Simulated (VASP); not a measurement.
# CuRu2 (P6/mmm) in VASP: a series of runs

CuRu2 is run at these levels: PBE; tasks: relaxation of cell and atoms, single point.

Everything below comes from runs of VASP 6.6.1. Logs are shortened: lines on timing, memory, paths and dates and some standing lists are left out, and cuts for length are marked.

**1. The cell of the first run**

The structure is hexagonal, space group P6/mmm (No. 191). The conventional cell has a = 4.143 Å, b = 4.143 Å, c = 2.634 Å, α = 90.00°, β = 90.00°, γ = 120.00°. Cu (site symmetry 6/mmm) has 2 Cu at 2.63 Å and 12 Ru at 2.73 Å within 3.5 Å. Ru (site symmetry -6m2) has 5 Ru at 2.39 to 2.63 Å and 6 Cu at 2.73 Å within 3.2 Å.

**2. Relaxation of cell and atoms, PBE**

Contents of INCAR:

```
ALGO = Fast
EDIFF = 1E-6
EDIFFG = -0.04
ENCUT = 600
GGA = PE
IBRION = 2
ISIF = 3
ISMEAR = 0
LASPH = True
LCHARG = False
LREAL = False
LWAVE = False
NELM = 100
NSW = 90
PREC = Accurate
SIGMA = 0.1
```

Contents of KPOINTS:

```
k-points
0
Gamma
  6 6 6
```

Contents of POSCAR:

```
CuRu2
1.0
    4.1428348058      0.0000000000      0.0000000000
   -2.0714174029      3.5878001856      0.0000000000
    0.0000000000      0.0000000000      2.6335609381
Cu Ru
1 2
Direct
    0.0000000000      0.0000000000      0.0000000000
    0.3333333333      0.6666666667      0.5000000000
    0.6666666667      0.3333333333      0.5000000000
```

Potentials or basis: VASP PAW PBE potentials, release 64 (Cu, Ru_pv).

On the command line:

```bash
$ cat potpaw_PBE.64/Cu/POTCAR potpaw_PBE.64/Ru_pv/POTCAR > POTCAR
$ mpirun -np 1 vasp_std > vasp.out
```

OUTCAR:

```text
EDIFF = 1E-6
   EDIFFG = -0.04
   ENCUT = 600
   GGA = PE
   IBRION = 2
   ISIF = 3
   ISMEAR = 0
   LASPH = True
   LREAL = False
   NELM = 100
   NSW = 90
   PREC = Accurate

 ion  position               nearest neighbor table
   1  0.000  0.000  0.000-   2 2.73   3 2.73   2 2.73   3 2.73   3 2.73   3 2.73   2 2.73   2 2.73
                             3 2.73   3 2.73   2 2.73   2 2.73
   2  0.333  0.667  0.500-   3 2.39   3 2.39   3 2.39   1 2.73   1 2.73   1 2.73   1 2.73   1 2.73
                             1 2.73
   3  0.667  0.333  0.500-   2 2.39   2 2.39   2 2.39   1 2.73   1 2.73   1 2.73   1 2.73   1 2.73
                             1 2.73

  LATTYP: Found a hexagonal cell.
 ALAT       =     4.1428348058
 C/A-ratio  =     0.6356905504

  Lattice vectors:

 A1 = (   4.1428348058,   0.0000000000,   0.0000000000)
 A2 = (  -2.0714174029,   3.5878001856,   0.0000000000)
 A3 = (   0.0000000000,   0.0000000000,   2.6335609381)

Analysis of symmetry for initial positions (statically):
=====================================================================
 Subroutine PRICEL returns:
 Original cell was already a primitive cell.

 Routine SETGRP: Setting up the symmetry group for a
 hexagonal supercell.

 Subroutine GETGRP returns: Found 24 space group operations
 (whereof 24 operations were pure point group operations)
 out of a pool of 24 trial point group operations.

The static configuration has the point symmetry D_6h.

Analysis of symmetry for dynamics (positions and initial velocities):
=====================================================================
 Subroutine PRICEL returns:
 Original cell was already a primitive cell.

 Routine SETGRP: Setting up the symmetry group for a
 hexagonal supercell.

 Subroutine GETGRP returns: Found 24 space group operations
 (whereof 24 operations were pure point group operations)
 out of a pool of 24 trial point group operations.

The dynamic configuration has the point symmetry D_6h.

 Subroutine INISYM returns: Found 24 space group operations
 (whereof 24 operations are pure point group operations),
 and found     1 'primitive' translations

----------------------------------------------------------------------------------------

                                     Primitive cell

  volume of cell :      39.1444

  direct lattice vectors                    reciprocal lattice vectors
     4.142834806  0.000000000  0.000000000     0.241380612  0.139361161  0.000000000
    -2.071417403  3.587800186  0.000000000     0.000000000  0.278722322  0.000000000
     0.000000000  0.000000000  2.633560938     0.000000000  0.000000000  0.379714016

[... 93 lines left out ...]
   POTIM  = 0.5000    time-step for ionic-motion
   TEBEG  =    0.0;   TEEND  =   0.0 temperature during run
   PSTRESS=    0.0 pullay stress
   NELECT =      39.0000    total number of electrons
   NUPDOWN=      -1.0000    fix difference up-down
   EMIN   =  10.00;   EMAX   =-10.00  energy-range for DOS
   EFERMI =   0.00;   METHOD = LEGACY
   ISMEAR =     0;   SIGMA  =   0.10  broadening in eV -4-tet -1-fermi 0-gaus
   EFERMI_NEDOS =   21; number of points for ismear=-14 and -15
   IALGO  =     68    algorithm
   IMIX   =      4    mixing-type and parameters
     AMIX     =   0.40;   BMIX     =  1.00
     AMIX_MAG =   1.60;   BMIX_MAG =  1.00
  volume/ion in A,a.u.               =      13.05        88.05
  Fermi-wavevector in a.u.,A,eV,Ry     =   1.635084  3.089860 36.375152  2.673498
  Thomas-Fermi vector in A             =   2.726615
   LORBIT       =      0    0 simple, 1 ext, 2 COOP (PROOUT), +10 PAW based schemes
   GGA     = PE    functional components
   LHFCALC =     F    Hartree Fock is set to
   AEXX    =    0.0000 exact exchange contribution
   IVDW    =     0    specifies the selected vdW correction
   LEPSILON=     F    determine dielectric tensor
   LRPA    =     F    only Hartree local field effects (RPA)
 conjugate gradient relaxation of ions
 non-spin polarized calculation
 RMM-DIIS sequential band-by-band and
 Gauss-broadening in eV      SIGMA  =   0.10
  energy-cutoff  :      600.00
  volume of cell :       39.14
 maximum number of plane-waves:      1337
 NGX is ok and might be reduce to    36
   NGX = 17   NGY = 17   NGZ = 11

--------------------------------------- Ionic step        1  -------------------------------------------

 number of electron      39.0000002 magnetization

 Free energy of the ion-electron system (eV)
  ---------------------------------------------------
  ext. energy  EPLUGINS =         0.00000000
  ---------------------------------------------------
  free energy    TOTEN  =       -20.78805262 eV

  energy without entropy =      -20.75954073  energy(sigma->0) =      -20.77379667

------------------------ aborting loop because EDIFF is reached ----------------------------------------

  FORCE on cell =-STRESS in cart. coord.  units (eV):
  Direction    XX          YY          ZZ          XY          YZ          ZX
  --------------------------------------------------------------------------------------
  -------------------------------------------------------------------------------------
  Total        5.5246197      5.5246197      1.1942846      0.0000000      0.0000000     -0.0000000
  in kB      226.1224775    226.1224775     48.8820243      0.0000000      0.0000000     -0.0000000
  external PRESSURE =     167.0423265 kB  Pullay stress =       0.0000000 kB
[... 24 lines left out ...]
--------------------------------------- Ionic step        2  -------------------------------------------

 number of electron      39.0000017 magnetization

 E-fermi :   8.3939     XC(G=0): -12.5196

 val. band max:        8.3864895870   @ k =   0.1667   0.0000   0.5000
 cond. band min:       8.4237712345   @ k =   0.3333   0.0000   0.1667
 fundamental gap:      0.0372816475
 Fermi energy:         8.3939333639

 k-point     1 :       0.0000    0.0000    0.0000
  band No.  band energies     occupation
      1     -34.5079      2.00000
      2     -34.5079      2.00000
      3     -34.0374      2.00000
      4     -34.0254      2.00000
      5     -34.0254      2.00000
      6     -33.9399      2.00000
[... 799 lines left out ...]
--------------------------------------- Ionic step        7  -------------------------------------------

 number of electron      39.0000020 magnetization

 Free energy of the ion-electron system (eV)
  ---------------------------------------------------
  ext. energy  EPLUGINS =         0.00000000
  ---------------------------------------------------
  free energy    TOTEN  =       -20.97322883 eV

  energy without entropy =      -20.95474852  energy(sigma->0) =      -20.96398868

 E-fermi :  10.4019     XC(G=0): -13.3111

 val. band max:       10.3931981667   @ k =   0.5000   0.0000   0.1667
 cond. band min:      10.4163004597   @ k =   0.1667   0.0000   0.5000
 fundamental gap:      0.0231022931
 Fermi energy:        10.4018688113

 k-point     1 :       0.0000    0.0000    0.0000
  band No.  band energies     occupation
      1     -32.8760      2.00000
      2     -32.8760      2.00000
      3     -32.1559      2.00000
      4     -32.1131      2.00000
      5     -32.1131      2.00000
      6     -31.9929      2.00000
[... 645 lines left out ...]
  FREE ENERGIE OF THE ION-ELECTRON SYSTEM (eV)
  ---------------------------------------------------
  free  energy   TOTEN  =       -20.9732288324 eV

  energy  without entropy=      -20.9547485232  energy(sigma->0) =      -20.96398868

 reached required accuracy - stopping structural energy minimisation
```

CONTCAR:

```text
CuRu2
   1.00000000000000
     4.2914321629896861   -0.0000000000000000   -0.0000000000000000
    -2.1457160814948431    3.7164892718717306    0.0000000000000000
    -0.0000000000000000    0.0000000000000000    2.5908058412471791
  Cu              Ru
     1     2
Direct
     0.0000000000000000    1.0000000000000000    0.0000000000000000
     0.3333333332999970    0.6666666667000030    0.5000000000000000
     0.6666666667000030    0.3333333332999970    0.5000000000000000

  0.00000000E+00  0.00000000E+00  0.00000000E+00
  0.00000000E+00  0.00000000E+00  0.00000000E+00
  0.00000000E+00  0.00000000E+00  0.00000000E+00
```

Wall time 3.3 min (1 thread of AMD EPYC 9R45 (Zen 5), shared host); peak memory 0.17 GiB.

Results:

```yaml
Free_energy: -20.9732 eV
Relaxed_volume: 13.77 Å³/atom
Relaxed_cell: a = 4.291 Å, b = 4.291 Å, c = 2.591 Å, α = 90.00°, β = 90.00°, γ = 120.00°
Space_group_after_relaxing_to_0.1_Å: P6/mmm (No. 191)
Energy_gained_by_relaxing: 61.7 meV/atom
Ionic_steps: 7
Pressure_after_relaxing: 0.0 GPa
Band_gap_on_the_k_mesh: zero (an odd number of electrons rules out a gap without spin polarisation)
```

Step by step:
```tsv
step	energy change (eV)	largest force (eV/Å)	pressure (GPa)	volume (Å³)
1	0.0000	0.0000	16.70	39.14
2	0.2955	0.0000	-22.09	47.30
3	-0.1625	0.0000	-1.69	41.94
4	-0.1842	0.0000	-0.82	41.49
5	-0.1845	0.0000	-1.04	41.53
6	-0.1838	0.0000	1.85	41.06
7	-0.1852	0.0000	0.03	41.32
```

Final structure:
```
Cu Ru
1.0
     4.29143    0.00000    0.00000
    -2.14572    3.71649    0.00000
     0.00000    0.00000    2.59081
Cu Ru
1 2
Direct
  0.00000 0.00000 0.00000
  0.33333 0.66667 0.50000
  0.66667 0.33333 0.50000
```

Caveat: the k points lie up to 0.40 Å⁻¹ apart in the final cell, too coarse for converged energies and pressures of a metal.

**3. Single point, PBE**

This run uses another cell than the first one, of 13.77 Å³/atom.

Contents of INCAR:

```
SYSTEM = CuRu2
PREC     = Accurate       ! precision mode
ENCUT    = 520            ! plane-wave cutoff, eV
EDIFF    = 1E-6           ! SCF threshold, eV
ISMEAR   = 0              ! smearing method
SIGMA    = 0.1            ! smearing width, eV
LREAL    = .FALSE.        ! projectors in reciprocal space
LASPH    = .TRUE.         ! aspherical terms in the spheres
NELM     = 60             ! most SCF steps
ALGO     = Fast           ! electronic algorithm
ISIF     = 2              ! what is computed and relaxed
LWAVE    = .FALSE.        ! write WAVECAR
LCHARG   = .FALSE.        ! write CHGCAR
GGA      = PE             ! functional
NBANDS   = 26             ! bands
```

Contents of KPOINTS:

```
regular mesh
0
G
  12 12 18
  0 0 0
```

Contents of POSCAR:

```
CuRu2
1.0
    4.2958431349      0.0000000000      0.0000000000
   -2.1479215675      3.7203092855      0.0000000000
    0.0000000000      0.0000000000      2.5844722736
Cu Ru
1 2
Direct
    0.0000000000      0.0000000000      0.0000000000
    0.3333333333      0.6666666667      0.5000000000
    0.6666666667      0.3333333333      0.5000000000
```

Potentials or basis: VASP PAW PBE potentials, release 64 (Cu, Ru_pv).

On the command line:

```bash
$ cat potpaw_PBE.64/Cu/POTCAR potpaw_PBE.64/Ru_pv/POTCAR > POTCAR
$ mpirun -np 1 vasp_std > vasp.out
```

Wall time 2.3 min (1 thread of AMD EPYC 9R45 (Zen 5), shared host); peak memory 0.26 GiB.

Results (log left out):

```
Free energy            : -20.9886 eV
Pressure               : -0.5 GPa
Band gap on the k mesh : zero (an odd number of electrons rules out a gap without spin polarisation)
```

Stress tensor (GPa, compression positive):
```
-0.47  0.00  0.00
 0.00 -0.47  0.00
 0.00  0.00 -0.68
```

Levels at points of the mesh, in eV from the Fermi level:
```tsv
k point	band 17	band 18	band 19	band 20	band 21	band 22
(0.00, 0.00, 0.00)	-2.27	-2.27	-0.69	-0.69	1.20	1.20
(0.50, 0.00, 0.00)	-1.56	-0.56	-0.47	0.61	0.70	0.79
(0.00, 0.00, 0.50)	-1.66	-1.66	-0.28	-0.28	-0.10	3.02
(0.50, 0.00, 0.50)	-1.33	-0.63	-0.45	0.75	2.14	3.22
```

**4. Relaxation of cell and atoms, PBE**

This run uses another cell than the first one, of 13.76 Å³/atom.

Contents of INCAR:

```
SYSTEM = CuRu2
PREC = Accurate
ENCUT = 600
EDIFF = 1E-6
ISMEAR = 0
SIGMA = 0.1
LREAL = .FALSE.
LASPH = .TRUE.
NELM = 80
ALGO = Fast
ISIF = 3
LWAVE = .FALSE.
LCHARG = .FALSE.
GGA = PE
IBRION = 2
NSW = 100
EDIFFG = -0.01
```

KPOINTS is that of step 3.

Contents of POSCAR:

```
CuRu2
1.0
    4.2896909380      0.0000000000      0.0000000000
   -2.1448454690      3.7149813267      0.0000000000
    0.0000000000      0.0000000000      2.5910598723
Cu Ru
1 2
Direct
    0.0000000000      0.0000000000      0.0000000000
    0.3333333333      0.6666666667      0.5000000000
    0.6666666667      0.3333333333      0.5000000000
```

On the command line:

```bash
$ cat potpaw_PBE.64/Cu/POTCAR potpaw_PBE.64/Ru_pv/POTCAR > POTCAR
$ mpirun -np 1 vasp_std > vasp.out
```

Wall time 18 min (1 thread of AMD EPYC 9R45 (Zen 5), shared host); peak memory 0.31 GiB.

Results (log left out):

```
Free energy                           : -20.9885 eV
Relaxed volume                        : 13.79 Å³/atom
Relaxed cell                          : a = 4.299 Å, b = 4.299 Å, c = 2.585 Å, α = 90.00°, β = 90.00°, γ = 120.00°
Space group after relaxing (to 0.1 Å) : P6/mmm (No. 191)
Energy gained by relaxing             : 0.1 meV/atom
Ionic steps                           : 14
Pressure after relaxing               : 0.0 GPa
Band gap on the k mesh                : zero (an odd number of electrons rules out a gap without spin polarisation)
```

Step by step:
| step | energy change (eV) | largest force (eV/Å) | pressure (GPa) | volume (Å³) |
| --- | --- | --- | --- | --- |
| 1 | 0.0000 | 0.0000 | 0.69 | 41.29 |
| 2 | 0.0011 | 0.0000 | -1.78 | 41.65 |
| 3 | -0.0002 | 0.0000 | -0.29 | 41.40 |
| 4 | -0.0004 | 0.0000 | -0.11 | 41.37 |
| 5 | -0.0004 | 0.0000 | -0.25 | 41.38 |
| 6 | -0.0004 | 0.0000 | -0.30 | 41.38 |
| 7 | -0.0004 | 0.0000 | -0.18 | 41.38 |
| 8 | -0.0004 | 0.0000 | -0.17 | 41.38 |
| 9 | -0.0004 | 0.0000 | 0.07 | 41.38 |
| 10 | -0.0004 | 0.0000 | -0.44 | 41.41 |
| 11 | -0.0004 | 0.0000 | -0.30 | 41.39 |
| 12 | -0.0004 | 0.0000 | -0.37 | 41.38 |
| 13 | -0.0004 | 0.0000 | -0.49 | 41.38 |
| 14 | -0.0004 | 0.0000 | -0.04 | 41.38 |

Final structure:
```
CELL_PARAMETERS angstrom
4.29938 0.00000 0.00000
-2.14969 3.72337 0.00000
0.00000 0.00000 2.58487
ATOMIC_POSITIONS crystal
Cu 0.00000 0.00000 0.00000
Ru 0.33333 0.66667 0.50000
Ru 0.66667 0.33333 0.50000
```

Levels at points of the mesh, in eV from the Fermi level:
```csv
k point,band 15,band 16,band 17,band 18,band 19,band 20,band 21,band 22,band 23
"(0.00, 0.00, 0.00)",-2.32,-2.32,-2.27,-2.27,-0.68,-0.68,1.19,1.19,6.05
"(0.50, 0.00, 0.00)",-2.50,-2.27,-1.56,-0.56,-0.46,0.61,0.70,0.79,1.30
"(0.00, 0.00, 0.50)",-1.73,-1.73,-1.66,-1.66,-0.28,-0.28,-0.10,3.02,3.96
"(0.50, 0.00, 0.50)",-2.26,-1.54,-1.33,-0.62,-0.45,0.75,2.13,3.22,4.18
```

**5. Summary**

| task | cell | k mesh | cutoff (eV) | gap on the mesh (eV) | pressure (GPa) | relaxed volume (Å³/atom) |
| --- | --- | --- | --- | --- | --- | --- |
| relaxation of cell and atoms | relaxed from a = 4.143, b = 4.143, c = 2.634 Å, angles 90.0, 90.0, 120.0°, 3 atoms | 6 × 6 × 6 | 600 | none | 0.0 | 13.77 |
| single point | a = 4.296, b = 4.296, c = 2.584 Å, angles 90.0, 90.0, 120.0°, 3 atoms | 12 × 12 × 18 | 520 | none | -0.5 | - |
| relaxation of cell and atoms | relaxed from a = 4.290, b = 4.290, c = 2.591 Å, angles 90.0, 90.0, 120.0°, 3 atoms | 12 × 12 × 18 | 600 | none | 0.0 | 13.79 |

Alike in all rows: level PBE; potentials or basis VASP PAW PBE potentials, release 64 (Cu, Ru_pv); no spin polarisation; smearing gaussian 0.1 eV.

Caveats: some runs use coarse meshes.

Total energies depend on the potentials used, so only differences within one code and one set of settings carry meaning.

The gap in the log of VASP goes by the Fermi energy; the results here count the filled bands.